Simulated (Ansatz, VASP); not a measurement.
**SiGe in VASP and in Ansatz**

```
Si Ge
1.0
     3.97861    0.00000    0.00000
    -1.98930    3.44558    0.00000
     0.00000    0.00000    6.57226
Si Ge
2 2
Direct
  0.66667 0.33333 0.87469
  0.33333 0.66667 0.37469
  0.66667 0.33333 0.50031
  0.33333 0.66667 0.00031
```

Change from the starting cell: equal strain along all axes, cell held, atoms relaxed: +2.0 %.

Alike in both runs: functional PBEsol; k mesh 12 × 12 × 6; occupations gaussian, width 0.02 eV; no spin polarisation.

Ansatz relaxed the structure, and its values are those at the end. VASP's run is a single point on that final structure, the one shown.

```csv
,VASP,Ansatz
version,VASP 6.6.1,Ansatz 0.2.0
potentials or method,"VASP PAW PBE potentials, release 64 (Si, Ge_d), cutoff 520 eV","scalar-relativistic, plane waves, PAW"
valence electrons in the cell,36,36
```

|  | VASP | Ansatz | Ansatz less VASP |
| --- | --- | --- | --- |
| gap on the k mesh at the Fermi level (eV) | 0.25 | 0.25 | -0.004 |
| least direct gap on the mesh (eV) | 0.25 | 0.25 | -0.004 |
| pressure (GPa) | -4.2 | -4.2 | +0.02 |

VASP's potentials were made for PBE, not for PBEsol. Ansatz's warnings: stress scf threshold loose.
